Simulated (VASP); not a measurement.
# BaZrO3 (Pm-3m) in VASP: single point with PBEsol

Aim: the single point of BaZrO3 with PBEsol.

Everything below comes from runs of VASP 6.6.1. Logs are shortened: lines on timing, memory, paths and dates and some standing lists are left out, and cuts for length are marked.

### 1 The cell of the first run

Symmetry: Pm-3m, No. 221, cubic system. Conventional cell: a = 4.181 Å, b = 4.181 Å, c = 4.181 Å, α = 90.00°, β = 90.00°, γ = 90.00°. Within 3.9 Å of Ba (site symmetry m-3m) lie 12 O at 2.96 Å and 8 Zr at 3.62 Å. Zr (site symmetry m-3m) has 6 O at 2.09 Å within 2.8 Å. Within 2.8 Å of O (site symmetry 4/mmm) lie 2 Zr at 2.09 Å.

### 2 Single point, PBEsol

INCAR

```
PREC     = Accurate       # precision mode
ENCUT    = 520            # plane-wave cutoff, eV
EDIFF    = 1E-6           # SCF threshold, eV
ISMEAR   = -1             # smearing method
SIGMA    = 0.1            # smearing width, eV
LREAL    = False          # projectors in reciprocal space
LASPH    = True           # aspherical terms in the spheres
NELM     = 60             # most SCF steps
ALGO     = Normal         # electronic algorithm
ISIF     = 2              # what is computed and relaxed
LWAVE    = False          # write WAVECAR
LCHARG   = False          # write CHGCAR
GGA      = PS             # functional
NBANDS   = 28             # bands
```

KPOINTS

```
Automatic mesh
0
Gamma
  8 8 8
```

POSCAR

```
BaZrO3
1.0
    4.1806150134      0.0000000000      0.0000000000
    0.0000000000      4.1806150134      0.0000000000
    0.0000000000      0.0000000000      4.1806150134
Ba Zr O
1 1 3
Direct
    0.0000000000      0.0000000000      0.0000000000
    0.5000000000      0.5000000000      0.5000000000
    0.0000000000      0.5000000000      0.5000000000
    0.5000000000      0.0000000000      0.5000000000
    0.5000000000      0.5000000000      0.0000000000
```

Potentials or basis: VASP PAW PBE potentials, release 64 (Ba_sv, Zr_sv, O).

The run is started by

```sh
$ cat potpaw_PBE.64/Ba_sv/POTCAR potpaw_PBE.64/Zr_sv/POTCAR potpaw_PBE.64/O/POTCAR > POTCAR
$ mpirun -np 1 vasp_std > vasp.out
```

OUTCAR:

```text
PREC = Accurate
   ENCUT = 520
   EDIFF = 1E-6
   ISMEAR = -1
   LREAL = False
   LASPH = True
   NELM = 60
   ISIF = 2
   GGA = PS

 ion  position               nearest neighbor table
   1  0.000  0.000  0.000-   3 2.96   4 2.96   5 2.96   3 2.96   4 2.96   3 2.96   5 2.96   3 2.96
                             4 2.96   5 2.96   4 2.96   5 2.96   2 3.62   2 3.62   2 3.62   2 3.62
   2  0.500  0.500  0.500-   3 2.09   4 2.09   5 2.09   5 2.09   4 2.09   3 2.09   1 3.62   1 3.62
                             1 3.62   1 3.62   1 3.62   1 3.62   1 3.62   1 3.62
   3  0.000  0.500  0.500-   2 2.09   2 2.09   1 2.96   1 2.96   1 2.96   1 2.96
   4  0.500  0.000  0.500-   2 2.09   2 2.09   1 2.96   1 2.96   1 2.96   1 2.96
   5  0.500  0.500  0.000-   2 2.09   2 2.09   1 2.96   1 2.96   1 2.96   1 2.96

  LATTYP: Found a simple cubic cell.
 ALAT       =     4.1806150134

  Lattice vectors:

 A1 = (   4.1806150134,   0.0000000000,   0.0000000000)
 A2 = (   0.0000000000,   4.1806150134,   0.0000000000)
 A3 = (   0.0000000000,   0.0000000000,   4.1806150134)

Analysis of symmetry for initial positions (statically):
=====================================================================
 Subroutine PRICEL returns:
 Original cell was already a primitive cell.

 Routine SETGRP: Setting up the symmetry group for a
 simple cubic supercell.

 Subroutine GETGRP returns: Found 48 space group operations
 (whereof 48 operations were pure point group operations)
 out of a pool of 48 trial point group operations.

The static configuration has the point symmetry O_h .

Analysis of symmetry for dynamics (positions and initial velocities):
=====================================================================
 Subroutine PRICEL returns:
 Original cell was already a primitive cell.

 Routine SETGRP: Setting up the symmetry group for a
 simple cubic supercell.

 Subroutine GETGRP returns: Found 48 space group operations
 (whereof 48 operations were pure point group operations)
 out of a pool of 48 trial point group operations.

The dynamic configuration has the point symmetry O_h .

 Subroutine INISYM returns: Found 48 space group operations
 (whereof 48 operations are pure point group operations),
 and found     1 'primitive' translations

----------------------------------------------------------------------------------------

                                     Primitive cell
[... 97 lines left out ...]
   EDIFF  = 0.1E-05   stopping-criterion for ELM
   LREAL  =      F    real-space projection
   EDIFFG = 0.1E-04   stopping-criterion for IOM
   NSW    =      0    number of steps for IOM
   IBRION =     -1    ionic relax: 0-MD 1-quasi-New 2-CG
   NFREE  =      0    steps in history (QN), initial steepest desc. (CG)
   ISIF   =      2    stress and relaxation
   ISYM   =      2    0-nonsym 1-usesym 2-fastsym
   POTIM  = 0.5000    time-step for ionic-motion
   TEBEG  =    0.0;   TEEND  =   0.0 temperature during run
   PSTRESS=    0.0 pullay stress
   NELECT =      40.0000    total number of electrons
   NUPDOWN=      -1.0000    fix difference up-down
   EMIN   =  10.00;   EMAX   =-10.00  energy-range for DOS
   EFERMI =   0.00;   METHOD = LEGACY
   ISMEAR =    -1;   SIGMA  =   0.10  broadening in eV -4-tet -1-fermi 0-gaus
   EFERMI_NEDOS =   21; number of points for ismear=-14 and -15
   IALGO  =     38    algorithm
   IMIX   =      4    mixing-type and parameters
     AMIX     =   0.40;   BMIX     =  1.00
     AMIX_MAG =   1.60;   BMIX_MAG =  1.00
  volume/ion in A,a.u.               =      14.61        98.62
  Fermi-wavevector in a.u.,A,eV,Ry     =   1.339228  2.530775 24.402494  1.793533
  Thomas-Fermi vector in A             =   2.467637
   LORBIT       =      0    0 simple, 1 ext, 2 COOP (PROOUT), +10 PAW based schemes
   GGA     = PS    functional components
   LHFCALC =     F    Hartree Fock is set to
   AEXX    =    0.0000 exact exchange contribution
   IVDW    =     0    specifies the selected vdW correction
   LEPSILON=     F    determine dielectric tensor
   LRPA    =     F    only Hartree local field effects (RPA)
 non-spin polarized calculation
  energy-cutoff  :      520.00
  volume of cell :       73.07
 maximum number of plane-waves:      1996
 NGX is ok and might be reduce to    32
   NGX = 15   NGY = 15   NGZ = 15

 number of electron      40.0000005 magnetization

 Free energy of the ion-electron system (eV)
  ---------------------------------------------------
  ext. energy  EPLUGINS =         0.00000000
  ---------------------------------------------------
  free energy    TOTEN  =       -43.62095390 eV

  energy without entropy =      -43.62095385  energy(sigma->0) =      -43.62095388

 E-fermi :   5.3428     XC(G=0): -11.0608

 val. band max:        3.6893831155   @ k =   0.5000   0.5000   0.5000
 cond. band min:       6.8119974407   @ k =   0.0000   0.0000   0.0000
 fundamental gap:      3.1226143252
 Fermi energy:         5.3427820423

 k-point     1 :       0.0000    0.0000    0.0000
  band No.  band energies     occupation
      1     -43.1374      2.00000
      2     -21.5286      2.00000
      3     -21.3584      2.00000
      4     -21.3584      2.00000
      5     -21.3584      2.00000
      6     -12.6131      2.00000
[... 733 lines left out ...]
     27      12.1631      0.00000
     28      12.8424      0.00000

 [... further k-points ...]

------------------------ aborting loop because EDIFF is reached ----------------------------------------

  FORCE on cell =-STRESS in cart. coord.  units (eV):
  Direction    XX          YY          ZZ          XY          YZ          ZX
  --------------------------------------------------------------------------------------
  -------------------------------------------------------------------------------------
  Total        0.5340015      0.5340015      0.5340015      0.0000000     -0.0000000      0.0000000
  in kB       11.7093441     11.7093441     11.7093441      0.0000000     -0.0000000      0.0000000
  external PRESSURE =      11.7093441 kB  Pullay stress =       0.0000000 kB

 VOLUME and BASIS-vectors are now :
 -----------------------------------------------------------------------------
  energy-cutoff  :      520.00
  volume of cell :       73.07
      direct lattice vectors                 reciprocal lattice vectors
     4.180615013  0.000000000  0.000000000     0.239199256  0.000000000  0.000000000
     0.000000000  4.180615013  0.000000000     0.000000000  0.239199256  0.000000000
     0.000000000  0.000000000  4.180615013     0.000000000  0.000000000  0.239199256

 POSITION                                       TOTAL-FORCE (eV/Angst)
 -----------------------------------------------------------------------------------
      0.00000      0.00000      0.00000         0.000000      0.000000      0.000000
      2.09031      2.09031      2.09031         0.000000      0.000000      0.000000
      0.00000      2.09031      2.09031         0.000000      0.000000      0.000000
      2.09031      0.00000      2.09031         0.000000      0.000000      0.000000
      2.09031      2.09031      0.00000         0.000000      0.000000      0.000000
 -----------------------------------------------------------------------------------
    total drift:                                0.000000     -0.000000     -0.000000

  FREE ENERGIE OF THE ION-ELECTRON SYSTEM (eV)
  ---------------------------------------------------
  free  energy   TOTEN  =       -43.6209539005 eV

  energy  without entropy=      -43.6209538535  energy(sigma->0) =      -43.62095388
```

OSZICAR:

```text
N       E                     dE             d eps       ncg     rms          rms(c)
DAV:   1     0.300724995762E+03    0.30072E+03   -0.21936E+04  1960   0.140E+03
DAV:   2    -0.299863676174E+02   -0.33071E+03   -0.32036E+03  2444   0.347E+02
DAV:   3    -0.499321938555E+02   -0.19946E+02   -0.19857E+02  3044   0.797E+01
DAV:   4    -0.504720375954E+02   -0.53984E+00   -0.53909E+00  2752   0.106E+01
DAV:   5    -0.504822094522E+02   -0.10172E-01   -0.10171E-01  2732   0.117E+00    0.296E+01
DAV:   6    -0.437912584940E+02    0.66910E+01   -0.33889E+01  2324   0.362E+01    0.136E+01
DAV:   7    -0.436617495719E+02    0.12951E+00   -0.25604E+00  2712   0.874E+00    0.811E+00
DAV:   8    -0.436243517937E+02    0.37398E-01   -0.31176E-01  2400   0.402E+00    0.655E-01
DAV:   9    -0.436207125312E+02    0.36393E-02   -0.48210E-02  2668   0.123E+00    0.515E-01
DAV:  10    -0.436212535363E+02   -0.54101E-03   -0.12986E-02  2616   0.926E-01    0.218E-01
DAV:  11    -0.436209366508E+02    0.31689E-03   -0.17475E-03  2452   0.348E-01    0.307E-02
DAV:  12    -0.436209579158E+02   -0.21265E-04   -0.12111E-04  2476   0.738E-02    0.397E-02
DAV:  13    -0.436209540720E+02    0.38437E-05   -0.12749E-05  2620   0.262E-02    0.515E-03
DAV:  14    -0.436209539005E+02    0.17149E-06   -0.18162E-06  2012   0.949E-03
   1 F= -.43620954E+02 E0= -.43620954E+02  d E =-.469935E-07
```

stdout:

```text
POSCAR found type information on POSCAR BaZrO
 POSCAR found :  3 types and       5 ions
 scaLAPACK will be used
 -----------------------------------------------------------------------------
|                                                                             |
|                                                                             |
|     You enforced a specific xc type in the INCAR file but a different       |
|     I HOPE YOU KNOW WHAT YOU ARE DOING!                                     |
|                                                                             |
 -----------------------------------------------------------------------------

 LDA part: xc-table for (Slater+PW92), standard interpolation
 POSCAR, INCAR and KPOINTS ok, starting setup
 FFT: planning ... GRIDC
 FFT: planning ... GRID_SOFT
 FFT: planning ... GRID
 WAVECAR not read
 entering main loop
```

Wall time 26 s (1 thread of Intel Xeon 6975P-C (Granite Rapids), shared host); peak memory 0.22 GiB.

Results:

```yaml
Free_energy: -43.6210 eV
Pressure: 1.2 GPa
Band_gap_on_the_k_mesh: 3.12 eV, indirect (least direct gap 3.33 eV)
```

Levels at points of the mesh, in eV from the valence-band top:
| k point | band 17 | band 18 | band 19 | band 20 | band 21 | band 22 | band 23 | band 24 |
| --- | --- | --- | --- | --- | --- | --- | --- | --- |
| (0.00, 0.00, 0.00) | -1.01 | -0.21 | -0.21 | -0.21 | 3.12 | 3.12 | 3.12 | 4.55 |
| (0.50, 0.00, 0.00) | -1.77 | -1.74 | -0.44 | -0.44 | 3.59 | 5.74 | 5.74 | 6.39 |
| (0.50, 0.50, 0.00) | -0.94 | -0.94 | -0.77 | -0.08 | 5.70 | 5.70 | 6.47 | 6.49 |
| (0.50, 0.50, 0.50) | -2.57 | 0.00 | 0.00 | 0.00 | 5.93 | 5.93 | 5.93 | 7.06 |

Caveat: the PAW data sets were made with another functional, which shifts forces and pressure a little; spin-orbit coupling is left out, which moves the levels of the heavy elements. A k mesh can miss the band edges.
